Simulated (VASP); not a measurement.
# Hg (P-1) in VASP: further runs

The runs below take Hg through single point, with LDA.

Everything below comes from runs of VASP 6.6.1. Logs are shortened: lines on timing, memory, paths and dates and some standing lists are left out, and cuts for length are marked.

### 1 The cell of the first run

The typed cell holds 1 atom: a = 2.971 Å, b = 3.008 Å, c = 3.012 Å, α = 70.52°, β = 70.32°, γ = 70.72°.

### 2 Single point, LDA (equal xy, yz and zx shear strains of -1 %)

INCAR reads:

```
SYSTEM = Hg
ALGO     = Normal         ! electronic algorithm
EDIFF    = 1E-6           ! SCF threshold, eV
ENCUT    = 520            ! plane-wave cutoff, eV
ISIF     = 2              ! what is computed and relaxed
ISMEAR   = -1             ! smearing method
LASPH    = .TRUE.         ! aspherical terms in the spheres
LCHARG   = .FALSE.        ! write CHGCAR
LREAL    = .FALSE.        ! projectors in reciprocal space
LWAVE    = .FALSE.        ! write WAVECAR
NBANDS   = 12             ! bands
NELM     = 100            ! most SCF steps
PREC     = Accurate       ! precision mode
SIGMA    = 0.03           ! smearing width, eV
```

KPOINTS reads:

```
k-points
0
G
  12 12 12
  0 0 0
```

POSCAR reads:

```
Hg
1.0
    1.7138363742      0.9789962263      2.2203559166
   -1.7461645364      0.9962962309      2.2376559211
   -0.0011818377     -2.0088024571      2.2439881623
Hg
1
Direct
    0.0000000000      0.0000000000      0.0000000000
```

Potentials or basis: VASP PAW LDA potentials, release 64 (Hg).

On the command line:

```bash
> cat potpaw_LDA.64/Hg/POTCAR > POTCAR
> mpirun -np 1 vasp_std > vasp.out
```

OUTCAR:

```text
SYSTEM = Hg
   EDIFF = 1E-6
   ENCUT = 520
   ISIF = 2
   ISMEAR = -1
   LASPH = .TRUE.
   LREAL = .FALSE.
   NELM = 100
   PREC = Accurate

 ion  position               nearest neighbor table
   1  0.000  0.000  0.000-

  LATTYP: Found a triclinic cell.
 ALAT       =     3.0081224691
 B/A-ratio  =     1.1502481847
 C/A-ratio  =     1.0012132807
 COS(alpha) =     0.0007828305
 COS(beta)  =     0.3335594157
 COS(gamma) =     0.5858439138

  Lattice vectors:

 A1 = (  -1.7461645364,   0.9962962309,   2.2376559211)
 A2 = (  -3.4600009106,   0.0173000046,   0.0173000045)
 A3 = (  -0.0011818377,  -2.0088024571,   2.2439881623)

Analysis of symmetry for initial positions (statically):
=====================================================================
 Subroutine PRICEL returns:
 Original cell was already a primitive cell.

 Routine SETGRP: Setting up the symmetry group for a
 triclinic supercell.

 Subroutine GETGRP returns: Found  2 space group operations
 (whereof  2 operations were pure point group operations)
 out of a pool of  2 trial point group operations.

The static configuration has the point symmetry S_2 .

Analysis of symmetry for dynamics (positions and initial velocities):
=====================================================================
 Subroutine PRICEL returns:
 Original cell was already a primitive cell.

 Routine SETGRP: Setting up the symmetry group for a
 triclinic supercell.

 Subroutine GETGRP returns: Found  2 space group operations
 (whereof  2 operations were pure point group operations)
 out of a pool of  2 trial point group operations.

The dynamic configuration has the point symmetry S_2 .

 Subroutine INISYM returns: Found  2 space group operations
 (whereof  2 operations are pure point group operations),
 and found     1 'primitive' translations

----------------------------------------------------------------------------------------

                                     Primitive cell

  volume of cell :      23.1597

  direct lattice vectors                    reciprocal lattice vectors
     1.713836374  0.978996226  2.220355917     0.290620177  0.169074835  0.151507666
    -1.746164536  0.996296231  2.237655921    -0.287443401  0.166169993  0.148602824
    -0.001181838 -2.008802457  2.243988162    -0.000927279 -0.332995330  0.147539578

  length of vectors
     2.970799408  3.008122469  3.011772166     0.368783080  0.363756752  0.364217897

  position of ions in fractional coordinates (direct lattice)
     0.000000000  0.000000000  0.000000000

  ion indices of the primitive-cell ions
   primitive index   ion index
                 1           1

----------------------------------------------------------------------------------------

 KPOINTS: k-points

Automatic generation of k-mesh.
 Grid dimensions read from file:
 generate k-points for:   12   12   12

 Generating k-lattice:

  Cartesian coordinates                     Fractional coordinates (reciprocal lattice)
     0.024218348  0.014089570  0.012625639     0.083333333 -0.000000000  0.000000000
    -0.023953617  0.013847499  0.012383569     0.000000000  0.083333333  0.000000000
    -0.000077273 -0.027749611  0.012294965    -0.000000000 -0.000000000  0.083333333

  Length of vectors
     0.030731923  0.030313063  0.030351491

  Shift w.r.t. Gamma in fractional coordinates (k-lattice)
     0.000000000  0.000000000  0.000000000

 Subroutine IBZKPT returns following result:
 ===========================================

 Found    868 irreducible k-points:

 Following reciprocal coordinates:
            Coordinates               Weight
  0.000000  0.000000  0.000000      1.000000
  0.083333  0.000000 -0.000000      2.000000
  0.166667 -0.000000 -0.000000      2.000000
  0.250000 -0.000000 -0.000000      2.000000
  0.333333 -0.000000 -0.000000      2.000000
  0.416667 -0.000000  0.000000      2.000000
[... 16 lines left out ...]
  0.250000  0.166667 -0.000000      2.000000
  0.333333  0.166667  0.000000      2.000000
 [... further k-points ...]
   k-points           NKPTS =    868   k-points in BZ     NKDIM =    868   number of bands    NBANDS=     12
   number of dos      NEDOS =    301   number of ions     NIONS =      1
   total plane-waves  NPLWV =  13824
   dimension x,y,z NGX =    24 NGY =   24 NGZ =   24
   dimension x,y,z NGXF=    48 NGYF=   48 NGZF=   48
   ions per type =               1
   NGX,Y,Z   is equivalent  to a cutoff of  13.43, 13.26, 13.25 a.u.
   NGXF,Y,Z  is equivalent  to a cutoff of  26.86, 26.53, 26.50 a.u.
 SYSTEM =  Hg
   PREC   = accura    normal or accurate (medium, high low for compatibility)
   ISTART =      0    job   : 0-new  1-cont  2-samecut
   ICHARG =      2    charge: 1-file 2-atom 10-const
   ISPIN  =      1    spin polarized calculation?
   LNONCOLLINEAR =      F non collinear calculations
   LSORBIT =      F    spin-orbit coupling
   LASPH  =      T    aspherical Exc in radial PAW
   ENCUT  =  520.0 eV  38.22 Ry    6.18 a.u.   5.52  5.59  5.60*2*pi/ulx,y,z
   NELM   =    100;   NELMIN=  2; NELMDL= -5     # of ELM steps
   EDIFF  = 0.1E-05   stopping-criterion for ELM
   LREAL  =      F    real-space projection
   EDIFFG = 0.1E-04   stopping-criterion for IOM
   NSW    =      0    number of steps for IOM
   IBRION =     -1    ionic relax: 0-MD 1-quasi-New 2-CG
   NFREE  =      0    steps in history (QN), initial steepest desc. (CG)
   ISIF   =      2    stress and relaxation
   ISYM   =      2    0-nonsym 1-usesym 2-fastsym
   POTIM  = 0.5000    time-step for ionic-motion
   TEBEG  =    0.0;   TEEND  =   0.0 temperature during run
   PSTRESS=    0.0 pullay stress
   NELECT =      12.0000    total number of electrons
   NUPDOWN=      -1.0000    fix difference up-down
   EMIN   =  10.00;   EMAX   =-10.00  energy-range for DOS
   EFERMI =   0.00;   METHOD = LEGACY
   ISMEAR =    -1;   SIGMA  =   0.03  broadening in eV -4-tet -1-fermi 0-gaus
   EFERMI_NEDOS =   21; number of points for ismear=-14 and -15
   IALGO  =     38    algorithm
   IMIX   =      4    mixing-type and parameters
     AMIX     =   0.40;   BMIX     =  1.00
     AMIX_MAG =   1.60;   BMIX_MAG =  1.00
  volume/ion in A,a.u.               =      23.16       156.29
  Fermi-wavevector in a.u.,A,eV,Ry     =   1.314894  2.484789 23.523740  1.728946
  Thomas-Fermi vector in A             =   2.445115
   LORBIT       =      0    0 simple, 1 ext, 2 COOP (PROOUT), +10 PAW based schemes
   GGA     = CA    functional components
   LHFCALC =     F    Hartree Fock is set to
   AEXX    =    0.0000 exact exchange contribution
   IVDW    =     0    specifies the selected vdW correction
   LEPSILON=     F    determine dielectric tensor
   LRPA    =     F    only Hartree local field effects (RPA)
 non-spin polarized calculation
  energy-cutoff  :      520.00
  volume of cell :       23.16
 maximum number of plane-waves:       644
 NGX is ok and might be reduce to    24
   NGX = 11   NGY = 11   NGZ = 11

 number of electron      12.0000002 magnetization

 Free energy of the ion-electron system (eV)
  ---------------------------------------------------
  ext. energy  EPLUGINS =         0.00000000
  ---------------------------------------------------
  free energy    TOTEN  =        -0.96012501 eV

  energy without entropy =       -0.95891850  energy(sigma->0) =       -0.95952175

 E-fermi :   2.6305     XC(G=0): -11.2651

 val. band max:        2.6228995232   @ k =  -0.4167   0.0833   0.0000
 cond. band min:       2.6328241013   @ k =   0.0833   0.5000   0.1667
 fundamental gap:      0.0099245780
 Fermi energy:         2.6305499420

 k-point     1 :       0.0000    0.0000    0.0000
  band No.  band energies     occupation
      1      -6.6634      2.00000
      2      -5.0747      2.00000
      3      -5.0343      2.00000
      4      -3.7230      2.00000
      5      -3.5561      2.00000
      6      -3.5328      2.00000
      7      14.8362      0.00000
      8      15.1353      0.00000
      9      15.6152      0.00000
     10      19.8993      0.00000
     11      20.9972      0.00000
     12      21.3748      0.00000

 k-point     2 :       0.0833    0.0000   -0.0000
  band No.  band energies     occupation
      1      -6.4986      2.00000
      2      -5.0321      2.00000
      3      -5.0150      2.00000
      4      -3.7226      2.00000
      5      -3.5684      2.00000
      6      -3.5539      2.00000
      7      14.0159      0.00000
      8      14.9530      0.00000
      9      15.2328      0.00000
     10      20.2919      0.00000
     11      20.9331      0.00000
     12      22.3786      0.00000

 k-point     3 :       0.1667   -0.0000   -0.0000
  band No.  band energies     occupation
      1      -6.0769      2.00000
      2      -4.9974      2.00000
      3      -4.8269      2.00000
      4      -3.7073      2.00000
      5      -3.6169      2.00000
      6      -3.5740      2.00000
      7      11.2293      0.00000
      8      15.1821      0.00000
      9      15.4442      0.00000
     10      20.5212      0.00000
     11      20.7830      0.00000
     12      22.3380      0.00000
[... 286 lines left out ...]
 k-point    23 :       0.2500    0.1667   -0.0000
  band No.  band energies     occupation
      1      -5.4289      2.00000
      2      -4.7858      2.00000
      3      -4.4246      2.00000
      4      -3.8567      2.00000
      5      -3.6285      2.00000
      6      -3.5130      2.00000
      7      10.2308      0.00000
      8      13.8610      0.00000
      9      14.7705      0.00000
     10      16.8309      0.00000
     11      20.3559      0.00000
     12      22.8236      0.00000

 k-point    24 :       0.3333    0.1667    0.0000
  band No.  band energies     occupation
      1      -5.3560      2.00000
      2      -4.6347      2.00000
      3      -4.4338      2.00000
      4      -3.6476      2.00000
      5      -3.4507      2.00000
      6      -2.8794      2.00000
      7       7.3612      0.00000
      8      13.8849      0.00000
      9      14.8088      0.00000
     10      16.6834      0.00000
     11      19.5542      0.00000
     12      22.7434      0.00000

 [... further k-points ...]
[... 5 lines left out ...]
  --------------------------------------------------------------------------------------
  -------------------------------------------------------------------------------------
  Total       -0.1087511     -0.1243524     -0.2357148     -0.0061485     -0.0035835      0.0001490
  in kB       -7.5233429     -8.6026265    -16.3066180     -0.4253521     -0.2479026      0.0103059
  external PRESSURE =     -10.8108624 kB  Pullay stress =       0.0000000 kB

 VOLUME and BASIS-vectors are now :
 -----------------------------------------------------------------------------
  energy-cutoff  :      520.00
  volume of cell :       23.16
      direct lattice vectors                 reciprocal lattice vectors
     1.713836374  0.978996226  2.220355917     0.290620177  0.169074835  0.151507666
    -1.746164536  0.996296231  2.237655921    -0.287443401  0.166169993  0.148602824
    -0.001181838 -2.008802457  2.243988162    -0.000927279 -0.332995330  0.147539578

 POSITION                                       TOTAL-FORCE (eV/Angst)
 -----------------------------------------------------------------------------------
      0.00000      0.00000      0.00000        -0.000000      0.000000      0.000000
 -----------------------------------------------------------------------------------
    total drift:                                0.000000     -0.000000      0.000000

  FREE ENERGIE OF THE ION-ELECTRON SYSTEM (eV)
  ---------------------------------------------------
  free  energy   TOTEN  =        -0.9601250058 eV

  energy  without entropy=       -0.9589185015  energy(sigma->0) =       -0.95952175
```

It took 46 s on 1 thread of Intel Xeon 6975P-C (Granite Rapids), shared host; peak memory 0.32 GiB.

Results:

```
Free energy            : -0.9601 eV
Pressure               : -1.1 GPa
Band gap on the k mesh : zero (bands 6 and 7 overlap by 3.36 eV)
```

Levels at points of the mesh, in eV from the Fermi level:
| k point | band 4 | band 5 | band 6 | band 7 | band 8 | band 9 |
| --- | --- | --- | --- | --- | --- | --- |
| (0.00, 0.00, 0.00) | -6.35 | -6.19 | -6.16 | 12.21 | 12.50 | 12.98 |
| (0.50, 0.00, 0.00) | -6.25 | -5.84 | -1.97 | -1.95 | 12.34 | 12.60 |
| (0.00, 0.50, 0.00) | -6.23 | -5.84 | -2.19 | -2.05 | 12.39 | 12.99 |
| (0.50, 0.50, 0.00) | -5.90 | -5.35 | -0.07 | 0.97 | 4.76 | 9.88 |
| (0.00, 0.00, 0.50) | -6.22 | -5.84 | -2.18 | -2.04 | 12.35 | 12.81 |
| (0.50, 0.00, 0.50) | -5.90 | -5.36 | -0.15 | 0.88 | 4.87 | 9.95 |
| (0.00, 0.50, 0.50) | -5.88 | -5.39 | -0.19 | 0.75 | 4.65 | 10.12 |
| (0.50, 0.50, 0.50) | -5.50 | -5.43 | -0.18 | 1.37 | 9.37 | 9.49 |

Caveat: the cell differs from its parent crystal (equal xy, yz and zx shear strains of -1 %); spin-orbit coupling is left out, which moves the levels of the heavy elements.

### 3 Single point, LDA (equal xy, yz and zx shear strains of +1 %)

INCAR reads:

```
PREC     = Accurate       # precision mode
ENCUT    = 520            # plane-wave cutoff, eV
EDIFF    = 1E-6           # SCF threshold, eV
ISMEAR   = -1             # smearing method
SIGMA    = 0.03           # smearing width, eV
LREAL    = False          # projectors in reciprocal space
LASPH    = True           # aspherical terms in the spheres
NELM     = 60             # most SCF steps
ALGO     = Normal         # electronic algorithm
ISIF     = 2              # what is computed and relaxed
LWAVE    = False          # write WAVECAR
LCHARG   = True           # write CHGCAR
GGA      = CA             # functional
LELF     = True           # ELF
LVHAR    = True         
NBANDS   = 12             # bands
```

KPOINTS reads:

```
Automatic mesh
0
Gamma
  12 12 12
```

POSCAR reads:

```
Hg
1.0
    1.7461645364      1.0186362309      2.2476440834
   -1.7138363742      1.0013362263      2.2303440789
    0.0011818377     -1.9864624571      2.2240118377
Hg
1
Direct
    0.0000000000      0.0000000000      0.0000000000
```

Potentials or basis: VASP PAW LDA potentials, release 64 (Hg).

On the command line:

```bash
> cat potpaw_LDA.64/Hg/POTCAR > POTCAR
> mpirun -np 1 vasp_std > vasp.out
```

Wall time 50 s (1 thread of Intel Xeon 6975P-C (Granite Rapids), shared host); peak memory 0.32 GiB.

The run converged. Its results:

- Free energy: -0.9599 eV
- Pressure: -1.1 GPa
- Band gap on the k mesh: zero (bands 6 and 7 overlap by 3.37 eV)

Stress tensor (GPa, compression positive):
```
-0.89 -0.10 -0.16
-0.10 -0.77 -0.06
-0.16 -0.06 -1.61
```

Levels at points of the mesh, in eV from the Fermi level:
```
           k point  band 2  band 3  band 4  band 5  band 6  band 7  band 8  band 9  band 10  band 11
(0.00, 0.00, 0.00)   -7.70   -7.66   -6.35   -6.18   -6.16   12.15   12.66   12.91    17.27    18.43
(0.50, 0.00, 0.00)   -7.71   -6.35   -6.21   -5.83   -2.25   -2.06   12.54   12.85    17.51    17.78
(0.00, 0.50, 0.00)   -7.70   -6.35   -6.23   -5.83   -2.02   -1.98   12.19   12.77    17.28    17.49
(0.50, 0.50, 0.00)   -7.98   -6.06   -5.88   -5.38   -0.19    0.78    4.77   10.20    10.23    15.77
(0.00, 0.00, 0.50)   -7.67   -6.37   -6.24   -5.84   -2.03   -1.99   12.36   12.82    17.14    17.64
(0.50, 0.00, 0.50)   -7.98   -6.07   -5.88   -5.37   -0.12    0.86    4.65   10.13    10.14    15.71
(0.00, 0.50, 0.50)   -8.01   -6.10   -5.90   -5.34   -0.08    0.98    4.87    9.80    10.34    15.40
(0.50, 0.50, 0.50)   -7.30   -7.24   -5.49   -5.43   -0.17    1.38    9.38    9.49    11.13    15.21
```

Caveat: the cell differs from its parent crystal (equal xy, yz and zx shear strains of +1 %); spin-orbit coupling is left out, which moves the levels of the heavy elements.

### 4 Single point, LDA (equal xy, yz and zx shear strains of +2 %)

INCAR reads:

```
SYSTEM = Hg
PREC = Accurate ; ENCUT = 520
EDIFF = 1E-6 ; ISMEAR = -1
SIGMA = 0.03 ; LREAL = .FALSE.
LASPH = .TRUE. ; NELM = 100
ALGO = Normal ; ISIF = 2
LWAVE = .FALSE. ; LCHARG = .TRUE.
GGA = CA ; LELF = .TRUE.
LVHAR = .TRUE. ; NBANDS = 12
```

KPOINTS reads:

```
regular mesh
0
G
  12 12 12
  0 0 0
```

POSCAR reads:

```
Hg
1.0
    1.7623286176      1.0384562332      2.2612881668
   -1.6976722930      1.0038562240      2.2266881577
    0.0023636754     -1.9752924571      2.2140236754
Hg
1
Direct
    0.0000000000      0.0000000000      0.0000000000
```

On the command line:

```bash
> cat potpaw_LDA.64/Hg/POTCAR > POTCAR
> mpirun -np 1 vasp_std > vasp.out
```

Run time: 54 s. Hardware: 1 thread of Intel Xeon 6975P-C (Granite Rapids), shared host; peak memory 0.32 GiB.

Results (log left out):

```yaml
Free_energy: -0.9593 eV
Pressure: -1.0 GPa
Band_gap_on_the_k_mesh: zero (bands 6 and 7 overlap by 3.43 eV)
```

Stress tensor (GPa, compression positive):
```
-0.84 -0.19 -0.29
-0.19 -0.69 -0.12
-0.29 -0.12 -1.60
```

Levels at points of the mesh, in eV from the Fermi level:
```csv
k point,band 4,band 5,band 6,band 7,band 8,band 9
"(0.00, 0.00, 0.00)",-6.37,-6.22,-6.17,11.82,12.73,13.09
"(0.50, 0.00, 0.00)",-6.22,-5.86,-2.42,-2.14,12.57,12.99
"(0.00, 0.50, 0.00)",-6.26,-5.85,-1.98,-1.97,11.82,12.88
"(0.50, 0.50, 0.00)",-5.91,-5.42,-0.28,0.66,4.74,10.21
"(0.00, 0.00, 0.50)",-6.29,-5.87,-2.00,-1.98,12.17,12.97
"(0.50, 0.00, 0.50)",-5.90,-5.41,-0.14,0.83,4.52,10.01
"(0.00, 0.50, 0.50)",-5.94,-5.34,-0.05,1.07,4.96,9.54
"(0.50, 0.50, 0.50)",-5.56,-5.42,-0.20,1.36,9.30,9.52
```

Caveat: the cell differs from its parent crystal (equal xy, yz and zx shear strains of +2 %); spin-orbit coupling is left out, which moves the levels of the heavy elements.

### 5 Overview

```tsv
cell	gap on the mesh (eV)	pressure (GPa)
a = 2.971, b = 3.008, c = 3.012 Å, angles 70.5, 70.3, 70.7°, 1 atom	none	-1.1
a = 3.023, b = 2.986, c = 2.982 Å, angles 70.5, 70.7, 70.3°, 1 atom	none	-1.1
a = 3.049, b = 2.975, c = 2.967 Å, angles 70.5, 70.9, 70.1°, 1 atom	none	-1.0
```

Alike in all rows: task single point; level LDA; potentials or basis VASP PAW LDA potentials, release 64 (Hg); no spin polarisation; k mesh 12 × 12 × 12; cutoff (eV) 520; smearing fermi-dirac 0.03 eV.

Caveats: spin-orbit coupling is left out, which moves the levels of the heavy elements.

Absolute energies hang on the potentials; compare differences alone.
